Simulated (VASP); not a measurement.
# Pb (Im-3m) in VASP: notebook, part 2 of 2

VASP 6.6.1.

## Step 3: Single point, PBE

This run uses another cell than the first one, of 30.72 Å³/atom, 1.021 times its volume.

Contents of INCAR:

```
SYSTEM = Pb
  PREC = Accurate
  ENCUT = 520
  EDIFF = 1E-6
  ISMEAR = -1
  SIGMA = 0.06122561905347299
  LREAL = .FALSE.
  LASPH = .TRUE.
  NELM = 100
  ALGO = Normal
  ISIF = 2
  LWAVE = .FALSE.
  LCHARG = .FALSE.
  GGA = PE
  NBANDS = 13
```

Contents of KPOINTS:

```
Automatic mesh
0
G
  19 19 19
  0 0 0
```

Contents of POSCAR:

```
Pb
1.0
   -1.9729386258      1.9729386258      1.9729386258
    1.9729386258     -1.9729386258      1.9729386258
    1.9729386258      1.9729386258     -1.9729386258
Pb
1
Direct
    0.0000000000      0.0000000000      0.0000000000
```

Potentials or basis: VASP PAW PBE potentials, release 64 (Pb_d).

Launch:

```bash
$ cat potpaw_PBE.64/Pb_d/POTCAR > POTCAR
$ mpirun -np 1 vasp_std > vasp.out
```

OUTCAR:

```text
SYSTEM = Pb
   PREC = Accurate
   ENCUT = 520
   EDIFF = 1E-6
   ISMEAR = -1
   LREAL = .FALSE.
   LASPH = .TRUE.
   NELM = 100
   ISIF = 2
   GGA = PE

 ion  position               nearest neighbor table
   1  0.000  0.000  0.000-

  LATTYP: Found a body centered cubic cell.
 ALAT       =     3.9458772516

  Lattice vectors:

 A1 = (  -1.9729386258,   1.9729386258,   1.9729386258)
 A2 = (   1.9729386258,  -1.9729386258,   1.9729386258)
 A3 = (   1.9729386258,   1.9729386258,  -1.9729386258)

Analysis of symmetry for initial positions (statically):
=====================================================================
 Subroutine PRICEL returns:
 Original cell was already a primitive cell.

 Routine SETGRP: Setting up the symmetry group for a
 body centered cubic supercell.

 Subroutine GETGRP returns: Found 48 space group operations
 (whereof 48 operations were pure point group operations)
 out of a pool of 48 trial point group operations.

The static configuration has the point symmetry O_h .

Analysis of symmetry for dynamics (positions and initial velocities):
=====================================================================
[... 161 lines left out ...]
 Fermi energy:         7.1177236785

 k-point     1 :       0.0000    0.0000    0.0000
  band No.  band energies     occupation
      1      -9.9835      2.00000
      2      -9.9835      2.00000
      3      -9.9835      2.00000
      4      -9.7522      2.00000
      5      -9.7522      2.00000
      6      -4.5331      2.00000
      7      14.6671      0.00000
      8      14.6671      0.00000
      9      14.6671      0.00000
     10      18.2310      0.00000
     11      18.2310      0.00000
     12      18.2310      0.00000
     13      18.8124      0.00000
[... 354 lines left out ...]
  band No.  band energies     occupation
      1     -10.0374      2.00000
      2      -9.9552      2.00000
      3      -9.7820      2.00000
      4      -9.7633      2.00000
      5      -9.6807      2.00000
      6      -1.7740      2.00000
      7       5.1443      2.00000
      8       9.8517      0.00000
      9      12.0011      0.00000
     10      15.7315      0.00000
     11      17.6690      0.00000
     12      19.0764      0.00000
     13      22.0707      0.00000

 [... further k-points ...]
[... 5 lines left out ...]
  --------------------------------------------------------------------------------------
  -------------------------------------------------------------------------------------
  Total        0.2979013      0.2979013      0.2979013      0.0000000      0.0000000     -0.0000000
  in kB       15.5375395     15.5375395     15.5375395      0.0000000      0.0000000     -0.0000000
  external PRESSURE =      15.5375395 kB  Pullay stress =       0.0000000 kB

 VOLUME and BASIS-vectors are now :
 -----------------------------------------------------------------------------
  energy-cutoff  :      520.00
  volume of cell :       30.72
      direct lattice vectors                 reciprocal lattice vectors
    -1.972938626  1.972938626  1.972938626     0.000000000  0.253429069  0.253429069
     1.972938626 -1.972938626  1.972938626     0.253429069  0.000000000  0.253429069
     1.972938626  1.972938626 -1.972938626     0.253429069  0.253429069  0.000000000

 POSITION                                       TOTAL-FORCE (eV/Angst)
 -----------------------------------------------------------------------------------
      0.00000      0.00000      0.00000         0.000000      0.000000      0.000000
 -----------------------------------------------------------------------------------
    total drift:                               -0.000000     -0.000000     -0.000000

  FREE ENERGIE OF THE ION-ELECTRON SYSTEM (eV)
  ---------------------------------------------------
  free  energy   TOTEN  =        -3.5181517202 eV

  energy  without entropy=       -3.5102018620  energy(sigma->0) =       -3.51417679
```

OSZICAR:

```text
N       E                     dE             d eps       ncg     rms          rms(c)
DAV:   1     0.107806372350E+03    0.10781E+03   -0.70867E+03  5780   0.125E+03
DAV:   2     0.168763681150E+01   -0.10612E+03   -0.10282E+03  6015   0.310E+02
DAV:   3    -0.340829409333E+01   -0.50959E+01   -0.50757E+01  7162   0.736E+01
DAV:   4    -0.352473874589E+01   -0.11644E+00   -0.11642E+00  6825   0.119E+01
DAV:   5    -0.352998106424E+01   -0.52423E-02   -0.52422E-02  7746   0.235E+00    0.526E-01
DAV:   6    -0.352043550449E+01    0.95456E-02   -0.13729E-02  7348   0.203E+00    0.263E-01
DAV:   7    -0.351820343173E+01    0.22321E-02   -0.59852E-03  7354   0.126E+00    0.899E-02
DAV:   8    -0.351815473373E+01    0.48698E-04   -0.44212E-04  7342   0.328E-01    0.101E-02
DAV:   9    -0.351815229342E+01    0.24403E-05   -0.12006E-05  8126   0.578E-02    0.500E-03
DAV:  10    -0.351815172024E+01    0.57317E-06   -0.12232E-06  6302   0.101E-02
   1 F= -.35181517E+01 E0= -.35141768E+01  d E =-.794986E-02
```

stdout:

```text
POSCAR found type information on POSCAR Pb
 POSCAR found :  1 types and       1 ions
 scaLAPACK will be used
 LDA part: xc-table for (Slater+PW92), standard interpolation
 POSCAR, INCAR and KPOINTS ok, starting setup
 FFT: planning ... GRIDC
 FFT: planning ... GRID_SOFT
 FFT: planning ... GRID
 WAVECAR not read
 entering main loop
```

It took 54 s on 1 thread of Intel Xeon Platinum 8375C at 2.90GHz (Ice Lake), shared host; peak memory 0.22 GiB.

Results:

| Property | Result |
| --- | --- |
| Free energy | -3.5182 eV |
| Pressure | 1.6 GPa |
| Band gap on the k mesh | zero (band 7 reaches 14.67 eV, above the bottom of band 8 at 5.18 eV) |

Caveat: spin-orbit coupling is left out, which moves the levels of the heavy elements.

## Step 4: Single point, PBE

This run uses another cell than the first one, of 30.72 Å³/atom, 1.021 times its volume.

Contents of INCAR:

```
ALGO = Normal
EDIFF = 1E-6
ENCUT = 520
GGA = PE
ISIF = 2
ISMEAR = -1
LASPH = True
LCHARG = False
LREAL = False
LWAVE = False
NBANDS = 13
NELM = 80
PREC = Accurate
SIGMA = 0.06122561905347299
```

Contents of KPOINTS:

```
k-points
0
Gamma
  19 19 19
```

POSCAR is that of step 3.

Launch:

```bash
$ cat potpaw_PBE.64/Pb_d/POTCAR > POTCAR
$ mpirun -np 1 vasp_std > vasp.out
```

Wall time 53 s (1 thread of Intel Xeon Platinum 8375C at 2.90GHz (Ice Lake), shared host); peak memory 0.22 GiB.

It converged, with:

- Free energy: -3.5182 eV
- Pressure: 1.6 GPa
- Band gap on the k mesh: zero (band 7 reaches 14.67 eV, above the bottom of band 8 at 5.18 eV)

Levels at points of the mesh, in eV from the Fermi level:
```
           k point  band 5  band 6  band 7  band 8  band 9  band 10
(0.00, 0.00, 0.00)  -16.87  -11.65    7.55    7.55    7.55    11.11
```

Caveat: spin-orbit coupling is left out, which moves the levels of the heavy elements.

## Step 5: Single point, PBE

This run uses another cell than the first one, of 31.36 Å³/atom, 1.043 times its volume.

Contents of INCAR:

```
SYSTEM = Pb
PREC = Accurate ; ENCUT = 520
EDIFF = 1E-6 ; ISMEAR = -1
SIGMA = 0.06122561905347299 ; LREAL = .False.
LASPH = .True. ; NELM = 60
ALGO = Normal ; ISIF = 2
LWAVE = .False. ; LCHARG = .False.
GGA = PE ; NBANDS = 13
```

Contents of KPOINTS:

```
Automatic mesh
0
Gamma
  19 19 19
  0 0 0
```

Contents of POSCAR:

```
Pb
1.0
   -1.9865455291      1.9865455291      1.9865455291
    1.9865455291     -1.9865455291      1.9865455291
    1.9865455291      1.9865455291     -1.9865455291
Pb
1
Direct
    0.0000000000      0.0000000000      0.0000000000
```

Potentials or basis: VASP PAW PBE potentials, release 64 (Pb_d).

Launch:

```bash
$ cat potpaw_PBE.64/Pb_d/POTCAR > POTCAR
$ mpirun -np 1 vasp_std > vasp.out
```

OUTCAR:

```text
SYSTEM = Pb
   PREC = Accurate
   ENCUT = 520
   EDIFF = 1E-6
   ISMEAR = -1
   LREAL = .False.
   LASPH = .True.
   NELM = 60
   ISIF = 2
   GGA = PE

 ion  position               nearest neighbor table
   1  0.000  0.000  0.000-

  LATTYP: Found a body centered cubic cell.
 ALAT       =     3.9730910582

  Lattice vectors:

 A1 = (  -1.9865455291,   1.9865455291,   1.9865455291)
 A2 = (   1.9865455291,  -1.9865455291,   1.9865455291)
 A3 = (   1.9865455291,   1.9865455291,  -1.9865455291)

Analysis of symmetry for initial positions (statically):
[... 553 lines left out ...]
      6      -1.9402      2.00000
      7       4.9440      2.00000
      8       9.5792      0.00000
      9      11.7008      0.00000
     10      15.3861      0.00000
     11      17.3156      0.00000
     12      18.7318      0.00000
     13      21.7014      0.00000

 [... further k-points ...]
[... 5 lines left out ...]
  --------------------------------------------------------------------------------------
  -------------------------------------------------------------------------------------
  Total        0.1273142      0.1273142      0.1273142      0.0000000      0.0000000      0.0000000
  in kB        6.5047675      6.5047675      6.5047675      0.0000000      0.0000000      0.0000000
  external PRESSURE =       6.5047675 kB  Pullay stress =       0.0000000 kB

 VOLUME and BASIS-vectors are now :
 -----------------------------------------------------------------------------
  energy-cutoff  :      520.00
  volume of cell :       31.36
      direct lattice vectors                 reciprocal lattice vectors
    -1.986545529  1.986545529  1.986545529     0.000000000  0.251693199  0.251693199
     1.986545529 -1.986545529  1.986545529     0.251693199  0.000000000  0.251693199
     1.986545529  1.986545529 -1.986545529     0.251693199  0.251693199  0.000000000

 POSITION                                       TOTAL-FORCE (eV/Angst)
 -----------------------------------------------------------------------------------
      0.00000      0.00000      0.00000        -0.000000      0.000000      0.000000
 -----------------------------------------------------------------------------------
    total drift:                               -0.000000     -0.000000     -0.000000

  FREE ENERGIE OF THE ION-ELECTRON SYSTEM (eV)
  ---------------------------------------------------
  free  energy   TOTEN  =        -3.5228014175 eV

  energy  without entropy=       -3.5145610221  energy(sigma->0) =       -3.51868122
```

OSZICAR:

```text
N       E                     dE             d eps       ncg     rms          rms(c)
DAV:   1     0.108192310748E+03    0.10819E+03   -0.71524E+03  5788   0.124E+03
DAV:   2     0.178843214630E+01   -0.10640E+03   -0.10301E+03  6045   0.312E+02
DAV:   3    -0.340755469081E+01   -0.51960E+01   -0.51766E+01  7121   0.744E+01
DAV:   4    -0.352858361489E+01   -0.12103E+00   -0.12101E+00  6862   0.121E+01
DAV:   5    -0.353393933544E+01   -0.53557E-02   -0.53556E-02  7882   0.238E+00    0.507E-01
DAV:   6    -0.352486825701E+01    0.90711E-02   -0.13292E-02  7279   0.198E+00    0.256E-01
DAV:   7    -0.352283124837E+01    0.20370E-02   -0.57922E-03  7369   0.122E+00    0.903E-02
DAV:   8    -0.352280313291E+01    0.28115E-04   -0.42795E-04  7272   0.321E-01    0.982E-03
DAV:   9    -0.352280186818E+01    0.12647E-05   -0.10844E-05  8427   0.531E-02    0.481E-03
DAV:  10    -0.352280141748E+01    0.45070E-06   -0.11027E-06  6403   0.105E-02
   1 F= -.35228014E+01 E0= -.35186812E+01  d E =-.824040E-02
```

It took 54 s on 1 thread of Intel Xeon Platinum 8375C at 2.90GHz (Ice Lake), shared host; peak memory 0.22 GiB.

Results:

* Free energy: -3.5228 eV
* Pressure: 0.7 GPa
* Band gap on the k mesh: zero (band 7 reaches 14.26 eV, above the bottom of band 8 at 5.00 eV)

Caveat: spin-orbit coupling is left out, which moves the levels of the heavy elements.

## Step 6: Single point, PBE

This run uses another cell than the first one, of 31.36 Å³/atom, 1.043 times its volume.

Contents of INCAR:

```
  PREC = Accurate
  ENCUT = 520
  EDIFF = 1E-6
  ISMEAR = -1
  SIGMA = 0.06122561905347299
  LREAL = F
  LASPH = T
  NELM = 80
  ALGO = Normal
  ISIF = 2
  LWAVE = F
  LCHARG = F
  GGA = PE
  NBANDS = 13
```

Contents of KPOINTS:

```
regular mesh
0
Gamma
  19 19 19
```

POSCAR is that of step 5.

Potentials or basis: VASP PAW PBE potentials, release 64 (Pb_d).

Launch:

```bash
$ cat potpaw_PBE.64/Pb_d/POTCAR > POTCAR
$ mpirun -np 1 vasp_std > vasp.out
```

OUTCAR:

```text
PREC = Accurate
   ENCUT = 520
   EDIFF = 1E-6
   ISMEAR = -1
   LREAL = F
   LASPH = T
   NELM = 80
   ISIF = 2
   GGA = PE

 ion  position               nearest neighbor table
   1  0.000  0.000  0.000-

  LATTYP: Found a body centered cubic cell.
 ALAT       =     3.9730910582

  Lattice vectors:

 A1 = (  -1.9865455291,   1.9865455291,   1.9865455291)
 A2 = (   1.9865455291,  -1.9865455291,   1.9865455291)
 A3 = (   1.9865455291,   1.9865455291,  -1.9865455291)

Analysis of symmetry for initial positions (statically):
=====================================================================
 Subroutine PRICEL returns:
 Original cell was already a primitive cell.

 Routine SETGRP: Setting up the symmetry group for a
 body centered cubic supercell.

 Subroutine GETGRP returns: Found 48 space group operations
 (whereof 48 operations were pure point group operations)
 out of a pool of 48 trial point group operations.

The static configuration has the point symmetry O_h .

Analysis of symmetry for dynamics (positions and initial velocities):
=====================================================================
 Subroutine PRICEL returns:
[... 160 lines left out ...]
 Fermi energy:         6.8915831997

 k-point     1 :       0.0000    0.0000    0.0000
  band No.  band energies     occupation
      1     -10.1935      2.00000
      2     -10.1935      2.00000
      3     -10.1935      2.00000
      4      -9.9754      2.00000
      5      -9.9754      2.00000
      6      -4.6235      2.00000
      7      14.2602      0.00000
      8      14.2602      0.00000
      9      14.2602      0.00000
     10      17.9721      0.00000
     11      17.9721      0.00000
     12      17.9721      0.00000
     13      18.2734      0.00000
[... 354 lines left out ...]
  band No.  band energies     occupation
      1     -10.2435      2.00000
      2     -10.1647      2.00000
      3     -10.0034      2.00000
      4      -9.9860      2.00000
      5      -9.9078      2.00000
      6      -1.9402      2.00000
      7       4.9440      2.00000
      8       9.5792      0.00000
      9      11.7008      0.00000
     10      15.3861      0.00000
     11      17.3156      0.00000
     12      18.7318      0.00000
     13      21.7014      0.00000

 [... further k-points ...]
[... 5 lines left out ...]
  --------------------------------------------------------------------------------------
  -------------------------------------------------------------------------------------
  Total        0.1273142      0.1273142      0.1273142      0.0000000      0.0000000      0.0000000
  in kB        6.5047675      6.5047675      6.5047675      0.0000000      0.0000000      0.0000000
  external PRESSURE =       6.5047675 kB  Pullay stress =       0.0000000 kB

 VOLUME and BASIS-vectors are now :
 -----------------------------------------------------------------------------
  energy-cutoff  :      520.00
  volume of cell :       31.36
      direct lattice vectors                 reciprocal lattice vectors
    -1.986545529  1.986545529  1.986545529     0.000000000  0.251693199  0.251693199
     1.986545529 -1.986545529  1.986545529     0.251693199  0.000000000  0.251693199
     1.986545529  1.986545529 -1.986545529     0.251693199  0.251693199  0.000000000

 POSITION                                       TOTAL-FORCE (eV/Angst)
 -----------------------------------------------------------------------------------
      0.00000      0.00000      0.00000        -0.000000      0.000000      0.000000
 -----------------------------------------------------------------------------------
    total drift:                               -0.000000     -0.000000     -0.000000

  FREE ENERGIE OF THE ION-ELECTRON SYSTEM (eV)
  ---------------------------------------------------
  free  energy   TOTEN  =        -3.5228014175 eV

  energy  without entropy=       -3.5145610221  energy(sigma->0) =       -3.51868122
```

stdout:

```text
POSCAR found type information on POSCAR Pb
 POSCAR found :  1 types and       1 ions
 scaLAPACK will be used
 LDA part: xc-table for (Slater+PW92), standard interpolation
 POSCAR, INCAR and KPOINTS ok, starting setup
 FFT: planning ... GRIDC
 FFT: planning ... GRID_SOFT
 FFT: planning ... GRID
 WAVECAR not read
 entering main loop
```

Wall time 54 s (1 thread of Intel Xeon Platinum 8375C at 2.90GHz (Ice Lake), shared host); peak memory 0.22 GiB.

What came out:

```
Free energy            : -3.5228 eV
Pressure               : 0.7 GPa
Band gap on the k mesh : zero (band 7 reaches 14.26 eV, above the bottom of band 8 at 5.00 eV)
```

Caveat: spin-orbit coupling is left out, which moves the levels of the heavy elements.

## Step 7: Overview

```csv
cell,gap on the mesh (eV),pressure (GPa)
"a = 3.393 Å, angles 109.5°, 1 atom",none,2.6
"a = 3.417 Å, angles 109.5°, 1 atom",none,1.6
"a = 3.441 Å, angles 109.5°, 1 atom",none,0.7
```

Alike in all rows: task single point; level PBE; potentials or basis VASP PAW PBE potentials, release 64 (Pb_d); no spin polarisation; k mesh 19 × 19 × 19; cutoff (eV) 520; smearing fermi-dirac 0.0612256 eV.

Caveats: spin-orbit coupling is left out, which moves the levels of the heavy elements.

Absolute energies hang on the potentials; compare differences alone.
